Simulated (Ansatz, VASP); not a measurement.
## One calculation of InSe2, two programs

```
In Se
1.0
     3.89489    0.00000    0.00000
     0.00000    3.89489    0.00000
     0.00000    0.00000    9.62623
In Se
2 4
Direct
  0.00000 0.50000 0.70647
  0.50000 0.00000 0.29353
  0.00000 0.50000 0.36621
  0.50000 0.00000 0.63379
  0.00000 0.00000 0.00000
  0.50000 0.50000 0.00000
```

Alike in both runs: task single point; functional PBEsol; k mesh 5 × 5 × 2; occupations gaussian, width 0.1 eV; no spin polarisation.

|  | VASP | Ansatz |
| --- | --- | --- |
| version | VASP 6.6.1 | Ansatz 0.2.0 |
| potentials or method | VASP PAW PBE potentials, release 64 (In_d, Se), cutoff 520 eV | scalar-relativistic, plane waves, PAW |
| valence electrons in the cell | 50 | 90 |

VASP gave:

```
gap on the k mesh at the Fermi level (eV)                     : none
pressure (GPa)                                                : -3.5
traceless stress, the component that is largest in VASP (GPa) : 0.85
rms of the force components (eV/Å)                            : 0.038
```

Question: What did Ansatz give for the same quantities?

Answer: gap on the k mesh at the Fermi level (eV): none; pressure (GPa): -3.6; traceless stress, the component that is largest in VASP (GPa): 0.89; rms of the force components (eV/Å): 0.038.

VASP's potentials were made for PBE, not for PBEsol. Atom by atom the forces differ by 0.001 eV/Å (rms over components). A gap of «none» marks a metal or a gap that the smearing closes. VASP's potentials hold 50 valence electrons a cell and Ansatz's 90, so a difference there can come from the potentials and not from the codes.
